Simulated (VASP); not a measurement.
# Ta2O5 (Pmmm) in VASP: a series of runs

The runs below take Ta2O5 through single point, relaxation of cell and atoms, with LDA.

Program: VASP 6.6.1. These are calculated values, not measurements. Logs are shortened: lines on timing, memory, paths and dates and some standing lists are left out, and cuts for length are marked.

**1. The cell of the first run**

Symmetry: Pmmm, No. 47, orthorhombic system. Conventional cell: a = 3.649 Å, b = 3.837 Å, c = 6.366 Å, α = 90.00°, β = 90.00°, γ = 90.00°. Ta (site symmetry mmm) has 6 O at 1.92 to 2.15 Å within 2.5 Å. Ta (site symmetry mmm) has 6 O at 1.82 to 2.04 Å within 2.4 Å. O (site symmetry mmm) has 2 Ta at 1.92 Å within 2.5 Å. O (site symmetry mm2) has 3 Ta at 2.04 to 2.15 Å and 9 O at 2.28 to 2.88 Å within 2.9 Å. O (site symmetry mmm) has 2 Ta at 1.92 Å within 2.5 Å. Within 2.4 Å of O (site symmetry mmm) lie 2 Ta at 1.82 Å.

**2. Single point, LDA**

The input, INCAR:

```
SYSTEM = Ta2O5
PREC = Accurate
ENCUT = 600
EDIFF = 1E-6
ISMEAR = 0
SIGMA = 0.1
LREAL = .FALSE.
LASPH = .TRUE.
NELM = 120
ALGO = Normal
ISIF = 2
LWAVE = .FALSE.
LCHARG = .TRUE.
LELF = .TRUE.
LVHAR = .TRUE.
NBANDS = 35
GGA_COMPAT = .FALSE.
```

The input, KPOINTS:

```
Automatic mesh
0
G
  6 6 4
  0 0 0
```

The input, POSCAR:

```
Ta2O5
1.0
    3.6487429489      0.0000000000      0.0000000000
    0.0000000000      3.8370685299      0.0000000000
    0.0000000000      0.0000000000      6.3662591372
Ta O
2 5
Direct
    0.5000000000      0.0000000000      0.5000000000
    0.0000000000      0.0000000000      0.0000000000
    0.5000000000      0.5000000000      0.5000000000
    0.0000000000      0.0000000000      0.6790345295
    0.0000000000      0.5000000000      0.0000000000
    0.5000000000      0.0000000000      0.0000000000
    0.0000000000      0.0000000000      0.3209654705
```

Potentials or basis: VASP PAW LDA potentials, release 64 (Ta_pv, O).

On the command line:

```console
cat potpaw_LDA.64/Ta_pv/POTCAR potpaw_LDA.64/O/POTCAR > POTCAR
mpirun -np 1 vasp_std > vasp.out
```

OUTCAR:

```text
SYSTEM = Ta2O5
   PREC = Accurate
   ENCUT = 600
   EDIFF = 1E-6
   ISMEAR = 0
   LREAL = .FALSE.
   LASPH = .TRUE.
   NELM = 120
   ISIF = 2

 ion  position               nearest neighbor table
   1  0.500  0.000  0.500-   3 1.92   3 1.92   7 2.15   4 2.15   4 2.15   7 2.15
   2  0.000  0.000  0.000-   6 1.82   6 1.82   5 1.92   5 1.92   4 2.04   7 2.04
   3  0.500  0.500  0.500-   1 1.92   1 1.92
   4  0.000  0.000  0.679-   2 2.04   1 2.15   1 2.15
   5  0.000  0.500  0.000-   2 1.92   2 1.92
   6  0.500  0.000  0.000-   2 1.82   2 1.82
   7  0.000  0.000  0.321-   2 2.04   1 2.15   1 2.15

  LATTYP: Found a simple orthorhombic cell.
 ALAT       =     3.6487429489
 B/A-ratio  =     1.0516138253
 C/A-ratio  =     1.7447814840

  Lattice vectors:

 A1 = (   3.6487429489,   0.0000000000,   0.0000000000)
 A2 = (   0.0000000000,   3.8370685299,   0.0000000000)
 A3 = (   0.0000000000,   0.0000000000,   6.3662591372)

Analysis of symmetry for initial positions (statically):
=====================================================================
 Subroutine PRICEL returns:
 Original cell was already a primitive cell.

 Routine SETGRP: Setting up the symmetry group for a
 simple orthorhombic supercell.

 Subroutine GETGRP returns: Found  8 space group operations
 (whereof  8 operations were pure point group operations)
 out of a pool of  8 trial point group operations.

The static configuration has the point symmetry D_2h.

Analysis of symmetry for dynamics (positions and initial velocities):
=====================================================================
 Subroutine PRICEL returns:
 Original cell was already a primitive cell.

 Routine SETGRP: Setting up the symmetry group for a
 simple orthorhombic supercell.

 Subroutine GETGRP returns: Found  8 space group operations
 (whereof  8 operations were pure point group operations)
 out of a pool of  8 trial point group operations.

The dynamic configuration has the point symmetry D_2h.

 Subroutine INISYM returns: Found  8 space group operations
 (whereof  8 operations are pure point group operations),
 and found     1 'primitive' translations

----------------------------------------------------------------------------------------

                                     Primitive cell

  volume of cell :      89.1307

  direct lattice vectors                    reciprocal lattice vectors
     3.648742949  0.000000000  0.000000000     0.274066991  0.000000000  0.000000000
     0.000000000  3.837068530  0.000000000     0.000000000  0.260615622  0.000000000
     0.000000000  0.000000000  6.366259137     0.000000000  0.000000000  0.157078117

  length of vectors
     3.648742949  3.837068530  6.366259137     0.274066991  0.260615622  0.157078117

  position of ions in fractional coordinates (direct lattice)
     0.500000000  0.000000000  0.500000000
     0.000000000  0.000000000  0.000000000
     0.500000000  0.500000000  0.500000000
     0.000000000  0.000000000  0.679034530
     0.000000000  0.500000000  0.000000000
     0.500000000  0.000000000  0.000000000
     0.000000000  0.000000000  0.320965470

  ion indices of the primitive-cell ions
   primitive index   ion index
                 1           1
                 2           2
                 3           3
                 4           4
                 5           5
                 6           6
                 7           7

----------------------------------------------------------------------------------------

 KPOINTS: Automatic mesh

Automatic generation of k-mesh.
 Grid dimensions read from file:
 generate k-points for:    6    6    4

 Generating k-lattice:

  Cartesian coordinates                     Fractional coordinates (reciprocal lattice)
     0.045677832  0.000000000  0.000000000     0.166666667  0.000000000  0.000000000
     0.000000000  0.043435937  0.000000000     0.000000000  0.166666667  0.000000000
     0.000000000  0.000000000  0.039269529     0.000000000  0.000000000  0.250000000

  Length of vectors
     0.045677832  0.043435937  0.039269529

  Shift w.r.t. Gamma in fractional coordinates (k-lattice)
     0.000000000  0.000000000  0.000000000

 Subroutine IBZKPT returns following result:
 ===========================================

 Found     48 irreducible k-points:

 Following reciprocal coordinates:
            Coordinates               Weight
  0.000000  0.000000  0.000000      1.000000
  0.166667  0.000000  0.000000      2.000000
  0.333333  0.000000  0.000000      2.000000
  0.500000  0.000000  0.000000      1.000000
  0.000000  0.166667  0.000000      2.000000
  0.166667  0.166667  0.000000      4.000000
[... 16 lines left out ...]
  0.333333  0.166667  0.250000      8.000000
  0.500000  0.166667  0.250000      4.000000
 [... further k-points ...]
   k-points           NKPTS =     48   k-points in BZ     NKDIM =     48   number of bands    NBANDS=     35
   number of dos      NEDOS =    301   number of ions     NIONS =      7
   total plane-waves  NPLWV =  51840
   dimension x,y,z NGX =    30 NGY =   32 NGZ =   54
   dimension x,y,z NGXF=    60 NGYF=   64 NGZF=  108
   ions per type =               2   5
   NGX,Y,Z   is equivalent  to a cutoff of  13.67, 13.86, 14.10 a.u.
   NGXF,Y,Z  is equivalent  to a cutoff of  27.34, 27.73, 28.20 a.u.
 SYSTEM =  Ta2O5
   PREC   = accura    normal or accurate (medium, high low for compatibility)
   ISTART =      0    job   : 0-new  1-cont  2-samecut
   ICHARG =      2    charge: 1-file 2-atom 10-const
   ISPIN  =      1    spin polarized calculation?
   LNONCOLLINEAR =      F non collinear calculations
   LSORBIT =      F    spin-orbit coupling
   LASPH  =      T    aspherical Exc in radial PAW
   ENCUT  =  600.0 eV  44.10 Ry    6.64 a.u.   7.29  7.66 12.72*2*pi/ulx,y,z
   NELM   =    120;   NELMIN=  2; NELMDL= -5     # of ELM steps
   EDIFF  = 0.1E-05   stopping-criterion for ELM
   LREAL  =      F    real-space projection
   EDIFFG = 0.1E-04   stopping-criterion for IOM
   NSW    =      0    number of steps for IOM
   IBRION =     -1    ionic relax: 0-MD 1-quasi-New 2-CG
   NFREE  =      0    steps in history (QN), initial steepest desc. (CG)
   ISIF   =      2    stress and relaxation
   ISYM   =      2    0-nonsym 1-usesym 2-fastsym
   POTIM  = 0.5000    time-step for ionic-motion
   TEBEG  =    0.0;   TEEND  =   0.0 temperature during run
   PSTRESS=    0.0 pullay stress
   NELECT =      52.0000    total number of electrons
   NUPDOWN=      -1.0000    fix difference up-down
   EMIN   =  10.00;   EMAX   =-10.00  energy-range for DOS
   EFERMI =   0.00;   METHOD = LEGACY
   ISMEAR =     0;   SIGMA  =   0.10  broadening in eV -4-tet -1-fermi 0-gaus
   EFERMI_NEDOS =   21; number of points for ismear=-14 and -15
   IALGO  =     38    algorithm
   IMIX   =      4    mixing-type and parameters
     AMIX     =   0.40;   BMIX     =  1.00
     AMIX_MAG =   1.60;   BMIX_MAG =  1.00
  volume/ion in A,a.u.               =      12.73        85.93
  Fermi-wavevector in a.u.,A,eV,Ry     =   1.367940  2.585031 25.460018  1.871259
  Thomas-Fermi vector in A             =   2.493948
   LORBIT       =      0    0 simple, 1 ext, 2 COOP (PROOUT), +10 PAW based schemes
   GGA     = CA    functional components
   LHFCALC =     F    Hartree Fock is set to
   AEXX    =    0.0000 exact exchange contribution
   IVDW    =     0    specifies the selected vdW correction
   LEPSILON=     F    determine dielectric tensor
   LRPA    =     F    only Hartree local field effects (RPA)
 non-spin polarized calculation
 Gauss-broadening in eV      SIGMA  =   0.10
  energy-cutoff  :      600.00
  volume of cell :       89.13
 maximum number of plane-waves:      3003
 NGX is ok and might be reduce to    30
   NGX = 15   NGY = 15   NGZ = 25

 number of electron      51.9999994 magnetization

 Free energy of the ion-electron system (eV)
  ---------------------------------------------------
  ext. energy  EPLUGINS =         0.00000000
  ---------------------------------------------------
  free energy    TOTEN  =       -71.95504890 eV

  energy without entropy =      -71.95450626  energy(sigma->0) =      -71.95477758

 E-fermi :   2.4750     XC(G=0): -11.0795

 val. band max:        2.3427185141   @ k =   0.5000   0.5000   0.5000
 cond. band min:       2.5857552474   @ k =   0.5000   0.0000   0.0000
 fundamental gap:      0.2430367333
 Fermi energy:         2.4749674085

 k-point     1 :       0.0000    0.0000    0.0000
  band No.  band energies     occupation
      1     -34.0806      2.00000
      2     -33.8243      2.00000
      3     -33.6971      2.00000
      4     -31.9494      2.00000
      5     -31.7826      2.00000
      6     -31.5504      2.00000
[... 27 lines left out ...]
     34       8.5512      0.00000
     35       9.0053      0.00000

 k-point     2 :       0.1667    0.0000    0.0000
  band No.  band energies     occupation
      1     -34.0752      2.00000
      2     -33.8229      2.00000
      3     -33.7294      2.00000
      4     -32.0195      2.00000
      5     -31.7800      2.00000
      6     -31.5472      2.00000
[... 27 lines left out ...]
     34       8.1287      0.00000
     35       8.6831      0.00000

 k-point     3 :       0.3333    0.0000    0.0000
  band No.  band energies     occupation
      1     -34.0643      2.00000
      2     -33.8200      2.00000
      3     -33.7932      2.00000
      4     -32.1552      2.00000
      5     -31.7749      2.00000
      6     -31.5409      2.00000
[... 27 lines left out ...]
     34       8.1934      0.00000
     35       9.3367      0.00000
[... 723 lines left out ...]
 k-point    23 :       0.3333    0.1667    0.2500
  band No.  band energies     occupation
      1     -34.0629      2.00000
      2     -33.8521      2.00000
      3     -33.7925      2.00000
      4     -32.1533      2.00000
      5     -31.7725      2.00000
      6     -31.5765      2.00000
[... 27 lines left out ...]
     34       9.3320      0.00000
     35      10.1600      0.00000

 k-point    24 :       0.5000    0.1667    0.2500
  band No.  band energies     occupation
      1     -34.0578      2.00000
      2     -33.8506      2.00000
      3     -33.8242      2.00000
      4     -32.2188      2.00000
      5     -31.7690      2.00000
      6     -31.5732      2.00000
[... 27 lines left out ...]
     34       9.7508      0.00000
     35      11.0005      0.00000

 [... further k-points ...]

------------------------ aborting loop because EDIFF is reached ----------------------------------------

  FORCE on cell =-STRESS in cart. coord.  units (eV):
  Direction    XX          YY          ZZ          XY          YZ          ZX
  --------------------------------------------------------------------------------------
  -------------------------------------------------------------------------------------
  Total        0.9406219      1.0004697      0.2487598      0.0000000      0.0000000      0.0000000
  in kB       16.9082452     17.9840449      4.4716064      0.0000000      0.0000000      0.0000000
  external PRESSURE =      13.1212988 kB  Pullay stress =       0.0000000 kB

 VOLUME and BASIS-vectors are now :
 -----------------------------------------------------------------------------
  energy-cutoff  :      600.00
  volume of cell :       89.13
      direct lattice vectors                 reciprocal lattice vectors
     3.648742949  0.000000000  0.000000000     0.274066991  0.000000000  0.000000000
     0.000000000  3.837068530  0.000000000     0.000000000  0.260615622  0.000000000
     0.000000000  0.000000000  6.366259137     0.000000000  0.000000000  0.157078117

 POSITION                                       TOTAL-FORCE (eV/Angst)
 -----------------------------------------------------------------------------------
      1.82437      0.00000      3.18313        -0.000000      0.000000      0.000000
      0.00000      0.00000      0.00000        -0.000000      0.000000      0.000000
      1.82437      1.91853      3.18313        -0.000000      0.000000      0.000000
      0.00000      0.00000      4.32291         0.000000      0.000000     -0.006458
      0.00000      1.91853      0.00000        -0.000000      0.000000      0.000000
      1.82437      0.00000      0.00000        -0.000000      0.000000      0.000000
      0.00000      0.00000      2.04335        -0.000000      0.000000      0.006458
 -----------------------------------------------------------------------------------
    total drift:                                0.000000     -0.000000      0.000000

  FREE ENERGIE OF THE ION-ELECTRON SYSTEM (eV)
  ---------------------------------------------------
  free  energy   TOTEN  =       -71.9550489004 eV

  energy  without entropy=      -71.9545062642  energy(sigma->0) =      -71.95477758
```

Wall time 3.6 min (1 thread of Oxide Virtual Turin-like, shared host); peak memory 0.24 GiB.

What came out:

| Property | Result |
| --- | --- |
| Free energy | -71.9550 eV |
| Pressure | 1.3 GPa |
| Largest force | 0.006 eV/Å |
| Band gap on the k mesh | 0.24 eV (least direct gap 0.41 eV) |

Forces on the atoms (eV/Å):
```
Ta   0.000  0.000  0.000
Ta   0.000  0.000  0.000
O    0.000  0.000  0.000
O    0.000  0.000 -0.006
O    0.000  0.000  0.000
O    0.000  0.000  0.000
O    0.000  0.000  0.006
```

Caveat: spin-orbit coupling is left out, which moves the levels of the heavy elements. A k mesh can miss the band edges.

(Continued in part 2 of 2.)
